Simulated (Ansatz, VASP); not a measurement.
# KPd2Se2I in VASP and in Ansatz

```xyz
6
Lattice="3.4249 -5.9299 0.0000 3.4249 5.9299 0.0000 0.0000 0.0000 3.8857" Properties=species:S:1:pos:R:3 pbc="T T T"
K     3.4249    0.0000    0.0000
Pd    1.7125    2.9650    1.9429
Pd    1.7125   -2.9650    1.9429
Se    3.4249    3.9498    0.0000
Se    3.4249   -3.9498    0.0000
I     0.0000    0.0000    1.9429
```

Change from the starting cell: species swapped into the CeB2Ir2Rh type (Cmmm, No. 65).

Alike in both runs: task relaxation of cell and atoms; functional PBE; k mesh 2 × 2 × 3; occupations gaussian, width 0.15 eV; no spin polarisation.

|  | VASP | Ansatz |
| --- | --- | --- |
| version | VASP 6.6.1 | Ansatz 0.2.0 |
| potentials or method | VASP PAW PBE potentials, release 64 (K_sv, Pd, Se, I), cutoff 600 eV | scalar-relativistic, plane waves, PAW |
| valence electrons in the cell | 48 | 94 |

```tsv
	VASP	Ansatz	Ansatz less VASP
gap on the k mesh at the Fermi level, each at its own relaxed structure (eV)	0.22	0.26	+0.042
relaxed volume (Å³/atom)	31.04	30.26	-0.777
relaxed length of the cell vector where the two differ most in proportion (Å)	9.491	9.208	-0.2825
```

VASP's potentials hold 48 valence electrons a cell and Ansatz's 94, so a difference there can come from the potentials and not from the codes.

The k mesh is coarse, so the values compare programs but aren't converged. Spin-orbit coupling is off throughout. Noted on VASP's run: the volume moved by over 15 % at a fixed basis, so the end points are rough.
